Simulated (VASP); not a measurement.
Wanted: the native input for a VASP 6.6.1 run.

```yaml
Task: single point
Functional: PBE
Dispersion: D3(BJ)
Potentials_or_basis: VASP PAW PBE potentials, release 64 (Al, H)
Cutoff: 520 eV
k_mesh: 6 × 6 × 1
Occupations: gaussian, width 0.1 eV
Spin: no spin polarisation
Dipole_correction: yes
Further_INCAR_settings: ALGO = Normal; EDIFF = 1e-07; NBANDS = 30
```

The structure of Al12H lies in POSCAR:

```
Al12H
1.0
    5.6314608525      0.0000000000      0.0000000000
   -2.8157304263      4.8769881587      0.0000000000
    0.0000000000      0.0000000000     21.5684292007
Al H
12 1
Direct
    0.3333333333      0.1666666667      0.1854562501
    0.3333333333      0.6666666667      0.1854562501
    0.8333333333      0.1666666667      0.1854562501
    0.8333333333      0.6666666667      0.1854562501
    0.1666666667      0.3333333333      0.2913950739
    0.1666666667      0.8333333333      0.2913950739
    0.6666666667      0.3333333333      0.2913950739
    0.6666666667      0.8333333333      0.2913950739
    0.0000000000      0.0000000000      0.3972671872
    0.0000000000      0.5000000000      0.3972671872
    0.5000000000      0.0000000000      0.3972671872
    0.5000000000      0.5000000000      0.3972671872
    0.0833333333      0.1666666667      0.5363593748
```

The input as run:

INCAR

```
PREC     = Accurate       # precision mode
ENCUT    = 520            # plane-wave cutoff, eV
EDIFF    = 1E-7           # SCF threshold, eV
ISMEAR   = 0              # smearing method
SIGMA    = 0.1            # smearing width, eV
LREAL    = F              # projectors in reciprocal space
LASPH    = T              # aspherical terms in the spheres
NELM     = 100            # most SCF steps
ALGO     = Normal         # electronic algorithm
ISIF     = 2              # what is computed and relaxed
LWAVE    = F              # write WAVECAR
LCHARG   = F              # write CHGCAR
LDIPOL   = T            
IDIPOL   = 3            
DIPOL    = 0.5 0.5 0.310
GGA      = PE             # functional
IVDW     = 12             # dispersion correction
NBANDS   = 30             # bands
```

KPOINTS

```
regular mesh
0
Gamma
  6 6 1
```

Potentials or basis: VASP PAW PBE potentials, release 64 (Al, H).

Launch:

```console
$ cat potpaw_PBE.64/Al/POTCAR potpaw_PBE.64/H/POTCAR > POTCAR
$ mpirun -np 1 vasp_std > vasp.out
```

It gave:

```
Largest force              : 0.977 eV/Å
Band gap on the k mesh     : zero (an odd number of electrons rules out a gap without spin polarisation)
Dispersion energy per atom : -0.224 eV
```

It took 6.8 min on 1 thread of AMD EPYC 7R13 Processor (Zen 3), with other jobs on the host, peak memory 0.64 GiB.
